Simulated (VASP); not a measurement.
Wanted: the native input for a VASP 6.6.1 run.

```yaml
Task: single point
Functional: PBE
Potentials_or_basis: VASP PAW PBE potentials, release 64 (Sn_d, Ti_sv)
Cutoff: 500 eV
k_mesh: 9 × 9 × 4
Occupations: gaussian, width 0.1 eV
Spin: no spin polarisation
Dipole_correction: no
Further_INCAR_settings: ALGO = Normal; EDIFF = 1e-06; NBANDS = 20
```

The structure of TiSn (alt) lies in POSCAR:

```
TiSn
1.0
    2.8008473800      0.0000000000      0.0000000000
   -1.4004236900      2.4256049800      0.0000000000
    0.0000000000      0.0000000000      4.4276283200
Sn Ti
1 1
Direct
    0.3333333300      0.6666666700      0.2500000000
    0.6666666700      0.3333333300      0.7500000000
```

The input as run:

INCAR

```
PREC = Accurate ; ENCUT = 500
EDIFF = 1E-6 ; ISMEAR = 0
SIGMA = 0.1 ; LREAL = F
LASPH = T ; NELM = 120
ALGO = Normal ; ISIF = 2
LWAVE = F ; LCHARG = F
GGA = PE ; NBANDS = 20
GGA_COMPAT = F
```

KPOINTS

```
Automatic mesh
0
Gamma
  9 9 4
```

Potentials or basis: VASP PAW PBE potentials, release 64 (Sn_d, Ti_sv).

Run with:

```bash
$ cat potpaw_PBE.64/Sn_d/POTCAR potpaw_PBE.64/Ti_sv/POTCAR > POTCAR
$ mpirun -np 1 vasp_std > vasp.out
```

Results of the run:

```yaml
Pressure: 53.5 GPa
Band_gap_on_the_k_mesh: zero (band 13 reaches 14.76 eV, above the bottom of band 14 at 12.92 eV)
```

Caveat: spin-orbit coupling is left out, which moves the levels of the heavy elements.

It took 9.4 s on 1 thread of AMD EPYC 9R45 96-Core Processor (Zen 5) (shared host), peak memory 0.12 GiB.
